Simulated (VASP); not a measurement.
A run of VASP 6.6.1 is set up as follows.

INCAR

```
SYSTEM = Se
ALGO = Normal
EDIFF = 1E-6
ENCUT = 500
GGA_COMPAT = .FALSE.
ISIF = 2
ISMEAR = 0
LASPH = .TRUE.
LCHARG = .FALSE.
LREAL = .FALSE.
LWAVE = .FALSE.
NBANDS = 13
NELM = 120
PREC = Accurate
SIGMA = 0.02
```

Contents of KPOINTS:

```
k-points
0
G
  5 5 5
  0 0 0
```

File POSCAR:

```
Se
1.0
   -0.0312556700      3.1099391650      3.1099391650
    3.1099391650     -0.0312556700      3.1099391650
    3.1099391650      3.1099391650     -0.0312556700
Se
2
Direct
    0.5000000000      0.5000000000      0.5000000000
    0.7500000000      0.7500000000      0.7500000000
```

Potentials or basis: VASP PAW LDA potentials, release 64 (Se).

Command:

```bash
$ cat potpaw_LDA.64/Se/POTCAR > POTCAR
$ mpirun -np 1 vasp_std > vasp.out
```

(1) Estimate the largest force.

(2) What does it give for the band gap on the k mesh?

(3) Estimate the pressure.

## Answers

(1) 0.330 eV/Å.

(2) zero (band 6 reaches 2.51 eV, above the bottom of band 7 at 1.44 eV).

(3) -1.6 GPa.
